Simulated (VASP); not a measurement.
A run of VASP 6.6.1 is set up as follows.

Contents of INCAR:

```
SYSTEM = MgO
PREC     = Accurate       ! precision mode
ENCUT    = 520            ! plane-wave cutoff, eV
EDIFF    = 1E-6           ! SCF threshold, eV
ISMEAR   = -1             ! smearing method
SIGMA    = 0.02           ! smearing width, eV
LREAL    = .FALSE.        ! projectors in reciprocal space
LASPH    = .TRUE.         ! aspherical terms in the spheres
NELM     = 100            ! most SCF steps
ALGO     = Normal         ! electronic algorithm
ISIF     = 2              ! what is computed and relaxed
LWAVE    = .FALSE.        ! write WAVECAR
LCHARG   = .FALSE.        ! write CHGCAR
GGA      = PE             ! functional
NBANDS   = 16             ! bands
```

The input KPOINTS:

```
Automatic mesh
0
G
  12 12 6
  0 0 0
```

File POSCAR:

```
MgO
1.0
    3.2553350558      0.0000000000      0.0000000000
   -1.6276675279      2.8192028561      0.0000000000
    0.0000000000      0.0000000000      4.9840226120
Mg O
2 2
Direct
    0.3333333333      0.6666666667     -0.0101892103
    0.6666666667      0.3333333333      0.4898107897
    0.3333333333      0.6666666667      0.3851892103
    0.6666666667      0.3333333333      0.8851892103
```

Potentials or basis: VASP PAW PBE potentials, release 64 (Mg, O).

Command:

```sh
$ cat potpaw_PBE.64/Mg/POTCAR potpaw_PBE.64/O/POTCAR > POTCAR
$ mpirun -np 1 vasp_std > vasp.out
```

Problem. Predict the largest force.

Solution. 0.014 eV/Å.

Problem. What does it give for the band gap on the k mesh?

Solution. 3.70 eV, direct.

Problem. Predict the pressure.

Solution. 7.7 GPa.

Forces on the atoms (eV/Å):
```
Mg   0.000  0.000 -0.014
Mg   0.000  0.000 -0.014
O    0.000  0.000  0.014
O    0.000  0.000  0.014
```

Caveat: the cell differs from its parent crystal (strain -1.0%). A k mesh can miss the band edges.
